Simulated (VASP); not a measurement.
# Ag in VASP: single point with PBE+D3(BJ)

Aim: the single point of Ag with PBE+D3(BJ).

Everything below comes from runs of VASP 6.6.1. Logs are shortened: lines on timing, memory, paths and dates and some standing lists are left out, and cuts for length are marked.

## Step 1: The cell of the first run

The cell holds a slab with vacuum, 16 atoms: a = 5.761 Å, b = 5.761 Å, c = 24.070 Å, α = 90.00°, β = 90.00°, γ = 120.00°.

## Step 2: Single point, PBE+D3(BJ)

INCAR

```
SYSTEM = Ag
PREC = Accurate ; ENCUT = 520
EDIFF = 1E-6 ; ISMEAR = 0
SIGMA = 0.1 ; LREAL = Auto
LASPH = .TRUE. ; NELM = 60
ALGO = Fast ; ISIF = 2
LWAVE = .FALSE. ; LCHARG = .FALSE.
LDIPOL = .TRUE. ; IDIPOL = 3
DIPOL = 0.5 0.5 0.500 ; GGA = PE
IVDW = 12 ; NBANDS = 102
```

KPOINTS

```
Automatic mesh
0
G
  6 6 1
  0 0 0
```

POSCAR

```
Ag
1.0
    5.7610566388      0.0000000000      0.0000000000
   -2.8805283194      4.9892214018      0.0000000000
    0.0000000000      0.0000000000     24.0702087500
Ag
16
Direct
    0.3333333333      0.1666666667      0.3531336221
    0.3333333333      0.6666666667      0.3531336221
    0.8333333333      0.1666666667      0.3531336221
    0.8333333333      0.6666666667      0.3531336221
    0.1666666667      0.3333333333      0.4510445407
    0.1666666667      0.8333333333      0.4510445407
    0.6666666667      0.3333333333      0.4510445407
    0.6666666667      0.8333333333      0.4510445407
    0.3333333333      0.1666666667      0.5482405146
    0.3333333333      0.6666666667      0.5482405146
    0.8333333333      0.1666666667      0.5482405146
    0.8333333333      0.6666666667      0.5482405146
    0.1666666667      0.3333333333      0.6467415229
    0.1666666667      0.8333333333      0.6467415229
    0.6666666667      0.3333333333      0.6467415229
    0.6666666667      0.8333333333      0.6467415229
```

Potentials or basis: VASP PAW PBE potentials, release 64 (Ag).

The run is started by

```console
$ cat potpaw_PBE.64/Ag/POTCAR > POTCAR
$ mpirun -np 1 vasp_std > vasp.out
```

OUTCAR:

```text
SYSTEM = Ag
   PREC = Accurate
   ENCUT = 520
   EDIFF = 1E-6
   ISMEAR = 0
   LREAL = Auto
   LASPH = .TRUE.
   NELM = 60
   ISIF = 2
   GGA = PE
   IVDW = 12
 IVDW          = 12

 ion  position               nearest neighbor table
   1  0.333  0.167  0.353-   2 2.88   4 2.88   2 2.88   4 2.88   3 2.88   3 2.88   5 2.88   6 2.88
                             7 2.88
   2  0.333  0.667  0.353-   1 2.88   3 2.88   1 2.88   3 2.88   4 2.88   4 2.88   6 2.88   5 2.88
                             8 2.88
   3  0.833  0.167  0.353-   2 2.88   4 2.88   4 2.88   2 2.88   1 2.88   1 2.88   7 2.88   8 2.88
                             5 2.88
   4  0.833  0.667  0.353-   1 2.88   3 2.88   3 2.88   1 2.88   2 2.88   2 2.88   8 2.88   7 2.88
                             6 2.88
   5  0.167  0.333  0.451-   9 2.87  10 2.87  11 2.87   8 2.88   6 2.88   6 2.88   8 2.88   7 2.88
                             7 2.88   1 2.88   2 2.88   3 2.88
   6  0.167  0.833  0.451-  10 2.87   9 2.87  12 2.87   7 2.88   5 2.88   5 2.88   7 2.88   8 2.88
                             8 2.88   2 2.88   1 2.88   4 2.88
   7  0.667  0.333  0.451-  11 2.87  12 2.87   9 2.87   8 2.88   6 2.88   8 2.88   6 2.88   5 2.88
                             5 2.88   3 2.88   4 2.88   1 2.88
   8  0.667  0.833  0.451-  12 2.87  11 2.87  10 2.87   7 2.88   5 2.88   7 2.88   5 2.88   6 2.88
                             6 2.88   4 2.88   3 2.88   2 2.88
   9  0.333  0.167  0.548-   5 2.87   6 2.87   7 2.87  10 2.88  12 2.88  10 2.88  12 2.88  11 2.88
                            11 2.88  13 2.90  14 2.90  15 2.90
  10  0.333  0.667  0.548-   6 2.87   5 2.87   8 2.87   9 2.88  11 2.88   9 2.88  11 2.88  12 2.88
                            12 2.88  14 2.90  13 2.90  16 2.90
  11  0.833  0.167  0.548-   7 2.87   8 2.87   5 2.87  10 2.88  12 2.88  12 2.88  10 2.88   9 2.88
                             9 2.88  15 2.90  16 2.90  13 2.90
  12  0.833  0.667  0.548-   8 2.87   7 2.87   6 2.87   9 2.88  11 2.88  11 2.88   9 2.88  10 2.88
                            10 2.88  16 2.90  15 2.90  14 2.90
  13  0.167  0.333  0.647-  14 2.88  16 2.88  14 2.88  16 2.88  15 2.88  15 2.88   9 2.90  10 2.90
                            11 2.90
  14  0.167  0.833  0.647-  13 2.88  15 2.88  13 2.88  15 2.88  16 2.88  16 2.88  10 2.90   9 2.90
                            12 2.90
  15  0.667  0.333  0.647-  14 2.88  16 2.88  16 2.88  14 2.88  13 2.88  13 2.88  11 2.90  12 2.90
                             9 2.90
  16  0.667  0.833  0.647-  13 2.88  15 2.88  15 2.88  13 2.88  14 2.88  14 2.88  12 2.90  11 2.90
                            10 2.90

  LATTYP: Found a hexagonal cell.
 ALAT       =     5.7610566388
 C/A-ratio  =     4.1780892394

  Lattice vectors:

 A1 = (   5.7610566388,   0.0000000000,   0.0000000000)
 A2 = (  -2.8805283194,   4.9892214018,   0.0000000000)
 A3 = (   0.0000000000,   0.0000000000,  24.0702087500)

Analysis of symmetry for initial positions (statically):
=====================================================================
 Subroutine PRICEL returns following result:

  LATTYP: Found a hexagonal cell.
 ALAT       =     2.8805283194
 C/A-ratio  =     8.3561784787

  Lattice vectors:

 A1 = (   2.8805283194,   0.0000000000,   0.0000000000)
 A2 = (  -1.4402641597,   2.4946107009,   0.0000000000)
 A3 = (   0.0000000000,   0.0000000000,  24.0702087500)

   4 primitive cells build up your supercell.

 Routine SETGRP: Setting up the symmetry group for a
 hexagonal supercell.

 Subroutine GETGRP returns: Found  6 space group operations
 (whereof  6 operations were pure point group operations)
 out of a pool of 24 trial point group operations.

The static configuration has the point symmetry C_3v.

Analysis of symmetry for dynamics (positions and initial velocities):
=====================================================================
 Subroutine PRICEL returns following result:

  LATTYP: Found a hexagonal cell.
 ALAT       =     2.8805283194
 C/A-ratio  =     8.3561784787

  Lattice vectors:

 A1 = (   2.8805283194,   0.0000000000,   0.0000000000)
 A2 = (  -1.4402641597,   2.4946107009,   0.0000000000)
 A3 = (   0.0000000000,   0.0000000000,  24.0702087500)

   4 primitive cells build up your supercell.

 Routine SETGRP: Setting up the symmetry group for a
 hexagonal supercell.

 Subroutine GETGRP returns: Found  6 space group operations
 (whereof  6 operations were pure point group operations)
 out of a pool of 24 trial point group operations.

The dynamic configuration has the point symmetry C_3v.

 Subroutine INISYM returns: Found  6 space group operations
 (whereof  6 operations are pure point group operations),
 and found     4 'primitive' translations

----------------------------------------------------------------------------------------

                                     Primitive cell

  volume of cell :     172.9636

  direct lattice vectors                    reciprocal lattice vectors
     2.880528319  0.000000000  0.000000000     0.347158538  0.200432075  0.000000000
    -1.440264160  2.494610701  0.000000000     0.000000000  0.400864151  0.000000000
     0.000000000  0.000000000 24.070208750     0.000000000  0.000000000  0.041545132

  length of vectors
     2.880528319  2.880528319 24.070208750     0.400864151  0.400864151  0.041545132

  position of ions in fractional coordinates (direct lattice)
     0.666666667  0.333333333  0.353133622
     0.333333333  0.666666667  0.451044541
     0.666666667  0.333333333  0.548240515
     0.333333333  0.666666667  0.646741523

  ion indices of the primitive-cell ions
   primitive index   ion index
                 1           1
                 2           5
                 3           9
                 4          13

----------------------------------------------------------------------------------------

 KPOINTS: Automatic mesh

Automatic generation of k-mesh.
 Grid dimensions read from file:
 generate k-points for:    6    6    1

 Generating k-lattice:

  Cartesian coordinates                     Fractional coordinates (reciprocal lattice)
     0.028929878  0.016702673  0.000000000     0.166666667 -0.000000000  0.000000000
     0.000000000  0.033405346  0.000000000     0.000000000  0.166666667  0.000000000
     0.000000000  0.000000000  0.041545132     0.000000000  0.000000000  1.000000000

  Length of vectors
     0.033405346  0.033405346  0.041545132

  Shift w.r.t. Gamma in fractional coordinates (k-lattice)
     0.000000000  0.000000000  0.000000000

 Subroutine IBZKPT returns following result:
 ===========================================

 Found      7 irreducible k-points:

 Following reciprocal coordinates:
            Coordinates               Weight
  0.000000  0.000000  0.000000      1.000000
  0.166667  0.000000  0.000000      6.000000
  0.333333 -0.000000  0.000000      6.000000
  0.500000 -0.000000  0.000000      3.000000
  0.166667  0.166667  0.000000      6.000000
  0.333333  0.166667  0.000000     12.000000
  0.333333  0.333333  0.000000      2.000000
   k-points           NKPTS =      7   k-points in BZ     NKDIM =      7   number of bands    NBANDS=    102
   number of dos      NEDOS =    301   number of ions     NIONS =     16
   total plane-waves  NPLWV = 414720
   dimension x,y,z NGX =    48 NGY =   48 NGZ =  180
   dimension x,y,z NGXF=    96 NGYF=   96 NGZF=  360
   ions per type =              16
   NGX,Y,Z   is equivalent  to a cutoff of  13.85, 13.85, 12.43 a.u.
   NGXF,Y,Z  is equivalent  to a cutoff of  27.70, 27.70, 24.86 a.u.
 SYSTEM =  Ag
   PREC   = accura    normal or accurate (medium, high low for compatibility)
   ISTART =      0    job   : 0-new  1-cont  2-samecut
   ICHARG =      2    charge: 1-file 2-atom 10-const
   ISPIN  =      1    spin polarized calculation?
   LNONCOLLINEAR =      F non collinear calculations
   LSORBIT =      F    spin-orbit coupling
   LASPH  =      T    aspherical Exc in radial PAW
   ENCUT  =  520.0 eV  38.22 Ry    6.18 a.u.  10.71 10.71 44.75*2*pi/ulx,y,z
   NELM   =     60;   NELMIN=  2; NELMDL= -5     # of ELM steps
   EDIFF  = 0.1E-05   stopping-criterion for ELM
   LREAL  =      T    real-space projection
   EDIFFG = 0.1E-04   stopping-criterion for IOM
   NSW    =      0    number of steps for IOM
   IBRION =     -1    ionic relax: 0-MD 1-quasi-New 2-CG
   NFREE  =      0    steps in history (QN), initial steepest desc. (CG)
   ISIF   =      2    stress and relaxation
   ISYM   =      2    0-nonsym 1-usesym 2-fastsym
   POTIM  = 0.5000    time-step for ionic-motion
   TEBEG  =    0.0;   TEEND  =   0.0 temperature during run
   PSTRESS=    0.0 pullay stress
   NELECT =     176.0000    total number of electrons
   NUPDOWN=      -1.0000    fix difference up-down
   EMIN   =  10.00;   EMAX   =-10.00  energy-range for DOS
   EFERMI =   0.00;   METHOD = LEGACY
   ISMEAR =     0;   SIGMA  =   0.10  broadening in eV -4-tet -1-fermi 0-gaus
   EFERMI_NEDOS =   21; number of points for ismear=-14 and -15
   IALGO  =     68    algorithm
   IMIX   =      4    mixing-type and parameters
     AMIX     =   0.40;   BMIX     =  1.00
     AMIX_MAG =   1.60;   BMIX_MAG =  1.00
  volume/ion in A,a.u.               =      43.24       291.80
  Fermi-wavevector in a.u.,A,eV,Ry     =   1.037307  1.960227 14.639958  1.076007
  Thomas-Fermi vector in A             =   2.171739
   LORBIT       =      0    0 simple, 1 ext, 2 COOP (PROOUT), +10 PAW based schemes
   GGA     = PE    functional components
   LHFCALC =     F    Hartree Fock is set to
   AEXX    =    0.0000 exact exchange contribution
   IVDW    =    12    specifies the selected vdW correction
   LEPSILON=     F    determine dielectric tensor
   LRPA    =     F    only Hartree local field effects (RPA)
 non-spin polarized calculation
 RMM-DIIS sequential band-by-band and
 Gauss-broadening in eV      SIGMA  =   0.10
  energy-cutoff  :      520.00
  volume of cell :      691.85
 maximum number of plane-waves:     18701
 NGX is ok and might be reduce to    48
   NGX = 21   NGY = 21   NGZ = 89

 dipolmoment           0.000000      0.000000     -0.046126 electrons x Angstroem

 number of electron     175.9999975 magnetization

 dipolmoment           0.000000      0.000000      0.000928 electrons x Angstroem

 Free energy of the ion-electron system (eV)
  ---------------------------------------------------
  ext. energy  EPLUGINS =         0.00000000
  ---------------------------------------------------
  free energy    TOTEN  =       -40.70405109 eV

  energy without entropy =      -40.68302016  energy(sigma->0) =      -40.69353563

 E-fermi :   0.6410     XC(G=0):  -5.5078

 val. band max:        0.5916469140   @ k =   0.1667   0.0000   0.0000
 cond. band min:       0.8503728725   @ k =   0.0000   0.0000   0.0000
 fundamental gap:      0.2587259584
 Fermi energy:         0.6410309150

 k-point     1 :       0.0000    0.0000    0.0000
  band No.  band energies     occupation
      1      -6.7949      2.00000
      2      -5.9073      2.00000
      3      -5.6449      2.00000
      4      -5.6374      2.00000
      5      -5.6374      2.00000
      6      -5.6374      2.00000
[... 92 lines left out ...]
     99       4.8534      0.00000
    100       5.1026      0.00000

 k-point     2 :       0.1667    0.0000    0.0000
  band No.  band energies     occupation
      1      -6.6060      2.00000
      2      -5.7345      2.00000
      3      -5.5844      2.00000
      4      -5.5351      2.00000
      5      -5.5284      2.00000
      6      -5.5284      2.00000
[... 504 lines left out ...]
     99       5.6341      0.00000
    100       5.6927      0.00000

 k-point     7 :       0.3333    0.3333    0.0000
  band No.  band energies     occupation
      1      -5.2116      2.00000
      2      -5.2116      2.00000
      3      -5.2116      2.00000
      4      -5.1229      2.00000
      5      -5.0306      2.00000
      6      -5.0306      2.00000
[... 92 lines left out ...]
     99       4.9736      0.00000
    100       4.9777      0.00000
 [bands above 100 left out]

------------------------ aborting loop because EDIFF is reached ----------------------------------------

 vacuum level on the upper side and lower side of the slab       (xc-potential included)        -0.145        -0.151

 Edisp (eV)   -7.22768

 E8    (eV) :    -3.2674

  FORCE on cell =-STRESS in cart. coord.  units (eV):
  Direction    XX          YY          ZZ          XY          YZ          ZX
  --------------------------------------------------------------------------------------
  -------------------------------------------------------------------------------------
  Total      -2.62806    -2.62806     0.10582    -0.00000     0.00000     0.00000
  in kB      -6.08600    -6.08600     0.24506    -0.00000     0.00000     0.00000
  external pressure =       -3.98 kB  Pullay stress =        0.00 kB

 VOLUME and BASIS-vectors are now :
 -----------------------------------------------------------------------------
  energy-cutoff  :      520.00
  volume of cell :      691.85
      direct lattice vectors                 reciprocal lattice vectors
     5.761056639  0.000000000  0.000000000     0.173579269  0.100216038  0.000000000
    -2.880528319  4.989221402  0.000000000     0.000000000  0.200432075  0.000000000
     0.000000000  0.000000000 24.070208750     0.000000000  0.000000000  0.041545132

 POSITION                                       TOTAL-FORCE (eV/Angst)
 -----------------------------------------------------------------------------------
      1.44026      0.83154      8.50000         0.000000      0.000000     -0.039968
     -0.00000      3.32615      8.50000        -0.000000      0.000000     -0.039968
      4.32079      0.83154      8.50000         0.000000      0.000000     -0.039968
      2.88053      3.32615      8.50000        -0.000000      0.000000     -0.039968
      0.00000      1.66307     10.85674        -0.000000      0.000000      0.042196
     -1.44026      4.15768     10.85674         0.000000      0.000000      0.042196
[... 8 lines left out ...]
      2.88053      1.66307     15.56720         0.000000      0.000000     -0.003086
      1.44026      4.15768     15.56720         0.000000     -0.000000     -0.003086
 -----------------------------------------------------------------------------------
    total drift:                               -0.000000     -0.000000     -0.002795

  FREE ENERGIE OF THE ION-ELECTRON SYSTEM (eV)
  ---------------------------------------------------
  free  energy   TOTEN  =       -47.9317261989 eV

  energy  without entropy=      -47.9106952693  energy(sigma->0) =      -47.92121073

 vacuum level on the upper side and lower side of the slab         5.044         5.038
```

Wall time 17 min (1 thread of AMD EPYC 7R13 (Zen 3), shared host); peak memory 0.89 GiB.

Results:

* Free energy: -47.9317 eV
* Largest force: 0.042 eV/Å
* Band gap on the k mesh: zero (bands 88 and 89 overlap by 1.14 eV)
* Dispersion energy per atom: -0.452 eV

Forces in eV/Å, atoms in the order of the input:
```
Ag   0.000  0.000 -0.040
Ag   0.000  0.000 -0.040
Ag   0.000  0.000 -0.040
Ag   0.000  0.000 -0.040
Ag   0.000  0.000  0.042
Ag   0.000  0.000  0.042
Ag   0.000  0.000  0.042
Ag   0.000  0.000  0.042
Ag   0.000  0.000  0.001
Ag   0.000  0.000  0.001
Ag   0.000  0.000  0.001
Ag   0.000  0.000  0.001
Ag   0.000  0.000 -0.003
Ag   0.000  0.000 -0.003
Ag   0.000  0.000 -0.003
Ag   0.000  0.000 -0.003
```

The gap in the log of VASP goes by the Fermi energy; the results here count the filled bands.